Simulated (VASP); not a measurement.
Write the native input for VASP 6.6.1 that does the following.

| Quantity | Value |
| --- | --- |
| Task | relaxation of cell and atoms |
| Functional | PBE |
| Potentials or basis | VASP PAW PBE potentials, release 64 (P, N_h) |
| Cutoff | 910 eV |
| k mesh | 4 × 10 × 4 |
| Occupations | gaussian, width 0.1 eV |
| Spin | no spin polarisation |
| Dipole correction | no |
| Further INCAR settings | ALGO = Normal; EDIFF = 1e-07; IBRION = 2; EDIFFG = -0.04; NSW = 90; ISIF = 3 |

The structure of P5N2 lies in POSCAR:

```
P5N2
1.0
    3.9554741100      0.0000000000      0.0000000000
    0.0000000000      1.7694503100      0.0000000000
   -0.8778269700      0.0000000000      5.6020862900
P N
5 2
Direct
    0.2141710100      0.0000000000      0.5706959800
    0.7858289900      0.0000000000      0.4293040200
    0.6431190200      0.0000000000      0.7146679600
    0.3568809800      0.0000000000      0.2853320400
    0.5000000000      0.0000000000      0.0000000000
    0.0734870000      0.0000000000      0.8524150100
    0.9265130000      0.0000000000      0.1475849900
```

The cell was built from a structure type or drawn by symmetry, and may not be a known phase.

One way to write it, as run:

INCAR

```
PREC = Accurate ; ENCUT = 910
EDIFF = 1E-7 ; ISMEAR = 0
SIGMA = 0.1 ; LREAL = F
LASPH = T ; NELM = 120
ALGO = Normal ; ISIF = 3
LWAVE = F ; LCHARG = F
GGA = PE ; IBRION = 2
NSW = 90 ; EDIFFG = -0.04
GGA_COMPAT = F ; NELMIN = 4
```

KPOINTS

```
regular mesh
0
Gamma
  4 10 4
```

Potentials or basis: VASP PAW PBE potentials, release 64 (P, N_h).

Command:

```sh
$ cat potpaw_PBE.64/P/POTCAR potpaw_PBE.64/N_h/POTCAR > POTCAR
$ mpirun -np 1 vasp_std > vasp.out
```

Results of the run:

- Relaxed volume: 11.59 Å³/atom
- Relaxed cell: a = 4.655 Å, b = 2.472 Å, c = 7.280 Å, α = 90.00°, β = 104.41°, γ = 90.00°
- Space group after relaxing (to 0.1 Å): P2/m (No. 10)
- Energy gained by relaxing: 6175.2 meV/atom
- Ionic steps: 29
- Pressure after relaxing: -0.2 GPa
- Largest force after relaxing: 0.036 eV/Å
- Band gap on the k mesh: zero (an odd number of electrons rules out a gap without spin polarisation)

Caveat: the k points lie up to 0.35 Å⁻¹ apart in the final cell, too coarse for converged energies and pressures of a metal; the cutoff is under 1.25 times the usual one of these potentials, so pressure, stress and relaxed cells hold a basis-set (Pulay) error; the volume moved by over 15 % at a fixed basis, so the end points are rough.

Wall time 29 min on 1 thread of Intel(R) Xeon(R) Platinum 8259CL CPU @ 2.50GHz (Skylake/Cascade Lake), on a shared host, peak memory 0.24 GiB.
